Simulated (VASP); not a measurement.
# C (P6/mmm) in VASP: a series of runs, part 2 of 2

VASP 6.6.1.

### 5 Single point, r2SCAN (14.08 Å³/atom)

This run uses another cell than the first one, of 14.08 Å³/atom.

Contents of POSCAR:

```
C
1.0
    6.1021645844      0.0000000001      0.0000000000
   -3.0510822923      5.2846295482      0.0000000000
    0.0000000000      0.0000000000      1.3094054030
C
3
Direct
    0.0000000000      1.0000000000      0.0000000000
    0.3333333333      0.6666666667      0.5000000000
    0.6666666667      0.3333333333      0.5000000000
```

Contents of INCAR.step1:

```
SYSTEM = C
ALGO     = Normal         ! electronic algorithm
EDIFF    = 1E-4           ! SCF threshold, eV
ENCUT    = 520            ! plane-wave cutoff, eV
GGA      = PE             ! functional
ISMEAR   = -1             ! smearing method
LASPH    = .True.         ! aspherical terms in the spheres
LCHARG   = .False.        ! write CHGCAR
LREAL    = .False.        ! projectors in reciprocal space
LWAVE    = .True.         ! write WAVECAR
NBANDS   = 13             ! bands
NELM     = 60             ! most SCF steps
PREC     = Accurate       ! precision mode
SIGMA    = 0.1            ! smearing width, eV
```

Contents of INCAR.step2:

```
SYSTEM = C
ALGO     = Normal         ! electronic algorithm
EDIFF    = 1E-7           ! SCF threshold, eV
ENCUT    = 520            ! plane-wave cutoff, eV
ISIF     = 2              ! what is computed and relaxed
ISMEAR   = -1             ! smearing method
ISTART   = 1            
LASPH    = .True.         ! aspherical terms in the spheres
LCHARG   = .True.         ! write CHGCAR
LELF     = .True.         ! ELF
LMIXTAU  = .True.       
LREAL    = .False.        ! projectors in reciprocal space
LVHAR    = .True.       
LWAVE    = .False.        ! write WAVECAR
METAGGA  = R2SCAN         ! meta-GGA
NBANDS   = 13             ! bands
NELM     = 60             ! most SCF steps
PREC     = Accurate       ! precision mode
SIGMA    = 0.1            ! smearing width, eV
```

Contents of KPOINTS:

```
k-points
0
Gamma
  7 7 27
  0 0 0
```

Potentials or basis: VASP PAW PBE potentials, release 64 (C).

Run with:

```sh
> cat potpaw_PBE.64/C/POTCAR > POTCAR
> cp INCAR.step1 INCAR
> mpirun -np 1 vasp_std > vasp.out
> cp INCAR.step2 INCAR
> mpirun -np 1 vasp_std > vasp.out
```

OUTCAR:

```text
SYSTEM = C
   EDIFF = 1E-7
   ENCUT = 520
   ISIF = 2
   ISMEAR = -1
   ISTART = 1
   LASPH = .True.
   LREAL = .False.
   METAGGA = R2SCAN
   NELM = 60
   PREC = Accurate

 ion  position               nearest neighbor table
   1  0.000  0.000  0.000-
   2  0.333  0.667  0.500-
   3  0.667  0.333  0.500-

  LATTYP: Found a hexagonal cell.
 ALAT       =     6.1021645844
 C/A-ratio  =     0.2145804796

  Lattice vectors:

 A1 = (   6.1021645844,   0.0000000001,   0.0000000000)
 A2 = (  -3.0510822923,   5.2846295482,   0.0000000000)
 A3 = (   0.0000000000,   0.0000000000,   1.3094054030)

Analysis of symmetry for initial positions (statically):
=====================================================================
 Subroutine PRICEL returns:
 Original cell was already a primitive cell.

 Routine SETGRP: Setting up the symmetry group for a
 hexagonal supercell.

 Subroutine GETGRP returns: Found 24 space group operations
 (whereof 24 operations were pure point group operations)
 out of a pool of 24 trial point group operations.

The static configuration has the point symmetry D_6h.

Analysis of symmetry for dynamics (positions and initial velocities):
=====================================================================
 Subroutine PRICEL returns:
 Original cell was already a primitive cell.

 Routine SETGRP: Setting up the symmetry group for a
 hexagonal supercell.

 Subroutine GETGRP returns: Found 24 space group operations
 (whereof 24 operations were pure point group operations)
 out of a pool of 24 trial point group operations.

The dynamic configuration has the point symmetry D_6h.

 Subroutine INISYM returns: Found 24 space group operations
 (whereof 24 operations are pure point group operations),
 and found     1 'primitive' translations

----------------------------------------------------------------------------------------

                                     Primitive cell

  volume of cell :      42.2253

  direct lattice vectors                    reciprocal lattice vectors
     6.102164584  0.000000000  0.000000000     0.163876275  0.094614011  0.000000000
    -3.051082292  5.284629548  0.000000000    -0.000000000  0.189228023  0.000000000
     0.000000000  0.000000000  1.309405403     0.000000000  0.000000000  0.763705418

  length of vectors
     6.102164584  6.102164584  1.309405403     0.189228023  0.189228023  0.763705418

  position of ions in fractional coordinates (direct lattice)
     0.000000000  0.000000000  0.000000000
     0.333333333  0.666666667  0.500000000
     0.666666667  0.333333333  0.500000000

  ion indices of the primitive-cell ions
   primitive index   ion index
                 1           1
                 2           2
                 3           3

----------------------------------------------------------------------------------------
[... 28 lines left out ...]
  0.142857  0.000000  0.000000      6.000000
  0.285714  0.000000  0.000000      6.000000
  0.428571  0.000000  0.000000      6.000000
  0.142857  0.142857  0.000000      6.000000
  0.285714  0.142857  0.000000     12.000000
[... 16 lines left out ...]
  0.428571  0.142857  0.074074     12.000000
  0.285714  0.285714  0.074074     12.000000
 [... further k-points ...]
   k-points           NKPTS =    112   k-points in BZ     NKDIM =    112   number of bands    NBANDS=     13
   number of dos      NEDOS =    301   number of ions     NIONS =      3
   total plane-waves  NPLWV =  23040
   dimension x,y,z NGX =    48 NGY =   48 NGZ =   10
   dimension x,y,z NGXF=    96 NGYF=   96 NGZF=   20
   ions per type =               3
   NGX,Y,Z   is equivalent  to a cutoff of  13.08, 13.08, 12.70 a.u.
   NGXF,Y,Z  is equivalent  to a cutoff of  26.15, 26.15, 25.39 a.u.
 SYSTEM =  C
   PREC   = accura    normal or accurate (medium, high low for compatibility)
   ISTART =      1    job   : 0-new  1-cont  2-samecut
   ICHARG =      0    charge: 1-file 2-atom 10-const
   ISPIN  =      1    spin polarized calculation?
   LNONCOLLINEAR =      F non collinear calculations
   LSORBIT =      F    spin-orbit coupling
   LASPH  =      T    aspherical Exc in radial PAW
   ENCUT  =  520.0 eV  38.22 Ry    6.18 a.u.  11.35 11.35  2.43*2*pi/ulx,y,z
   NELM   =     60;   NELMIN=  2; NELMDL=  0     # of ELM steps
   EDIFF  = 0.1E-06   stopping-criterion for ELM
   LREAL  =      F    real-space projection
   EDIFFG = 0.1E-05   stopping-criterion for IOM
   NSW    =      0    number of steps for IOM
   IBRION =     -1    ionic relax: 0-MD 1-quasi-New 2-CG
   NFREE  =      0    steps in history (QN), initial steepest desc. (CG)
   ISIF   =      2    stress and relaxation
   ISYM   =      2    0-nonsym 1-usesym 2-fastsym
   POTIM  = 0.5000    time-step for ionic-motion
   TEBEG  =    0.0;   TEEND  =   0.0 temperature during run
   PSTRESS=    0.0 pullay stress
   NELECT =      12.0000    total number of electrons
   NUPDOWN=      -1.0000    fix difference up-down
   EMIN   =  10.00;   EMAX   =-10.00  energy-range for DOS
   EFERMI =   0.00;   METHOD = LEGACY
   ISMEAR =    -1;   SIGMA  =   0.10  broadening in eV -4-tet -1-fermi 0-gaus
   EFERMI_NEDOS =   21; number of points for ismear=-14 and -15
   IALGO  =     38    algorithm
   IMIX   =      4    mixing-type and parameters
     AMIX     =   0.40;   BMIX     =  1.00
     AMIX_MAG =   1.60;   BMIX_MAG =  1.00
  volume/ion in A,a.u.               =      14.08        94.98
  Fermi-wavevector in a.u.,A,eV,Ry     =   1.076327  2.033964 15.762085  1.158481
  Thomas-Fermi vector in A             =   2.212209
   LORBIT       =      0    0 simple, 1 ext, 2 COOP (PROOUT), +10 PAW based schemes
   METAGGA = R2SCAN    functional components
   LHFCALC =     F    Hartree Fock is set to
   AEXX    =    0.0000 exact exchange contribution
   IVDW    =     0    specifies the selected vdW correction
   LEPSILON=     F    determine dielectric tensor
   LRPA    =     F    only Hartree local field effects (RPA)
 non-spin polarized calculation
  energy-cutoff  :      520.00
  volume of cell :       42.23
 maximum number of plane-waves:      1181
 NGX is ok and might be reduce to    48
   NGX = 23   NGY = 23   NGZ =  5

 number of electron      11.9999996 magnetization

 Free energy of the ion-electron system (eV)
  ---------------------------------------------------
  ext. energy  EPLUGINS =         0.00000000
  ---------------------------------------------------
  free energy    TOTEN  =       -26.61673499 eV

  energy without entropy =      -26.59825994  energy(sigma->0) =      -26.60749747

 E-fermi :   0.2948     XC(G=0):  -8.8749

 val. band max:        0.2132585294   @ k =   0.1429   0.0000   0.2593
 cond. band min:       0.3850166552   @ k =   0.4286   0.0000   0.2593
 fundamental gap:      0.1717581257
 Fermi energy:         0.2948391021

 k-point     1 :       0.0000    0.0000    0.0000
  band No.  band energies     occupation
      1     -17.0448      2.00000
      2     -16.6013      2.00000
      3     -16.6013      2.00000
      4      -5.4034      2.00000
      5      -5.4034      2.00000
      6      -5.4033      2.00000
      7      -5.4033      2.00000
      8      -4.1030      2.00000
      9      -4.1030      2.00000
     10       5.8294      0.00000
     11      10.4387      0.00000
     12      10.4388      0.00000
     13      10.4388      0.00000
[... 354 lines left out ...]
  band No.  band energies     occupation
      1     -16.5124      2.00000
      2     -16.4312      2.00000
      3     -16.4310      2.00000
      4      -5.1408      2.00000
      5      -5.1407      2.00000
      6      -4.8075      2.00000
      7      -3.9699      2.00000
      8      -3.9699      2.00000
      9      -3.8684      2.00000
     10       8.2290      0.00000
     11       8.6500      0.00000
     12       8.6500      0.00000
     13      11.2913      0.00000

 [... further k-points ...]

------------------------ aborting loop because EDIFF is reached ----------------------------------------

  FORCE on cell =-STRESS in cart. coord.  units (eV):
  Direction    XX          YY          ZZ          XY          YZ          ZX
  --------------------------------------------------------------------------------------
  -------------------------------------------------------------------------------------
  Total        0.1499973      0.1499973     -9.7835677     -0.0000000      0.0000000     -0.0000000
  in kB        5.6914320      5.6914320   -371.2233133     -0.0000000      0.0000000     -0.0000000
  external PRESSURE =    -119.9468164 kB  Pullay stress =       0.0000000 kB

 VOLUME and BASIS-vectors are now :
 -----------------------------------------------------------------------------
  energy-cutoff  :      520.00
  volume of cell :       42.23
      direct lattice vectors                 reciprocal lattice vectors
     6.102164584  0.000000000  0.000000000     0.163876275  0.094614011  0.000000000
    -3.051082292  5.284629548  0.000000000    -0.000000000  0.189228023  0.000000000
     0.000000000  0.000000000  1.309405403     0.000000000  0.000000000  0.763705418

 POSITION                                       TOTAL-FORCE (eV/Angst)
 -----------------------------------------------------------------------------------
      0.00000      0.00000      0.00000        -0.000000      0.000000      0.000000
     -0.00000      3.52309      0.65470         0.000000      0.000000      0.000000
      3.05108      1.76154      0.65470        -0.000000     -0.000000      0.000000
 -----------------------------------------------------------------------------------
    total drift:                               -0.000000      0.000000      0.000000

  FREE ENERGIE OF THE ION-ELECTRON SYSTEM (eV)
  ---------------------------------------------------
  free  energy   TOTEN  =       -26.6167349859 eV

  energy  without entropy=      -26.5982599444  energy(sigma->0) =      -26.60749747
```

Wall time 4.4 min (1 thread of Intel Xeon Platinum 8259CL at 2.50GHz (Skylake/Cascade Lake), shared host); peak memory 0.19 GiB.

What came out:

* Free energy: -26.6167 eV
* Pressure: -12.0 GPa
* Band gap on the k mesh: zero (bands 6 and 7 overlap by 14.48 eV)

Caveat: the cell stands under tension; the PAW data sets were made with another functional, which shifts forces and pressure a little.

### 6 Single point, r2SCAN (14.60 Å³/atom)

This run uses another cell than the first one, of 14.60 Å³/atom.

Contents of POSCAR:

```
C
1.0
    6.1765885606      0.0000000001      0.0000000000
   -3.0882942803      5.3490826021      0.0000000000
    0.0000000000      0.0000000000      1.3253753355
C
3
Direct
    0.0000000000      1.0000000000      0.0000000000
    0.3333333333      0.6666666667      0.5000000000
    0.6666666667      0.3333333333      0.5000000000
```

Contents of INCAR.step1:

```
  ALGO = Normal
  EDIFF = 1E-4
  ENCUT = 520
  GGA = PE
  ISMEAR = -1
  LASPH = True
  LCHARG = False
  LREAL = False
  LWAVE = True
  NBANDS = 13
  NELM = 60
  PREC = Accurate
  SIGMA = 0.1
```

Contents of INCAR.step2:

```
  ALGO = Normal
  EDIFF = 1E-6
  ENCUT = 520
  ISIF = 2
  ISMEAR = -1
  ISTART = 1
  LASPH = True
  LCHARG = False
  LMIXTAU = True
  LREAL = False
  LWAVE = False
  METAGGA = R2SCAN
  NBANDS = 13
  NELM = 60
  PREC = Accurate
  SIGMA = 0.1
```

Contents of KPOINTS:

```
k-points
0
Gamma
  7 7 27
```

Potentials or basis: VASP PAW PBE potentials, release 64 (C).

Run with:

```sh
> cat potpaw_PBE.64/C/POTCAR > POTCAR
> cp INCAR.step1 INCAR
> mpirun -np 1 vasp_std > vasp.out
> cp INCAR.step2 INCAR
> mpirun -np 1 vasp_std > vasp.out
```

Wall time 2.9 min (1 thread of Intel Xeon Platinum 8259CL at 2.50GHz (Skylake/Cascade Lake), shared host); peak memory 0.19 GiB.

Results (log left out):

* Free energy: -26.4769 eV
* Pressure: -16.7 GPa
* Band gap on the k mesh: zero (bands 6 and 7 overlap by 13.74 eV)

Stress tensor (GPa, compression positive):
```
  0.31   0.00   0.00
  0.00   0.31   0.00
  0.00   0.00 -50.64
```

Levels at points of the mesh, in eV from the Fermi level:
| k point | band 5 | band 6 | band 7 | band 8 | band 9 | band 10 |
| --- | --- | --- | --- | --- | --- | --- |
| (0.00, 0.00, 0.00) | -5.55 | -5.55 | -5.55 | -4.31 | -4.31 | 5.46 |

Caveat: the cell stands under tension; the PAW data sets were made with another functional, which shifts forces and pressure a little.

### 7 Summary

```tsv
cell	gap on the mesh (eV)	pressure (GPa)
a = 5.867, b = 5.867, c = 1.259 Å, angles 90.0, 90.0, 120.0°, 3 atoms	none	8.1
a = 5.948, b = 5.948, c = 1.276 Å, angles 90.0, 90.0, 120.0°, 3 atoms	none	0.2
a = 6.026, b = 6.026, c = 1.293 Å, angles 90.0, 90.0, 120.0°, 3 atoms	none	-6.4
a = 6.102, b = 6.102, c = 1.309 Å, angles 90.0, 90.0, 120.0°, 3 atoms	none	-12.0
a = 6.177, b = 6.177, c = 1.325 Å, angles 90.0, 90.0, 120.0°, 3 atoms	none	-16.7
```

Alike in all rows: task single point; level r2SCAN; potentials or basis VASP PAW PBE potentials, release 64 (C); no spin polarisation; k mesh 7 × 7 × 27; cutoff (eV) 520; smearing fermi-dirac 0.1 eV.

Caveats: the PAW data sets were made with another functional, which shifts forces and pressure a little; the cell stands under tension (at least some runs); the cell stands under pressure (at least some runs).

Total energies depend on the potentials used, so only differences within one code and one set of settings carry meaning.
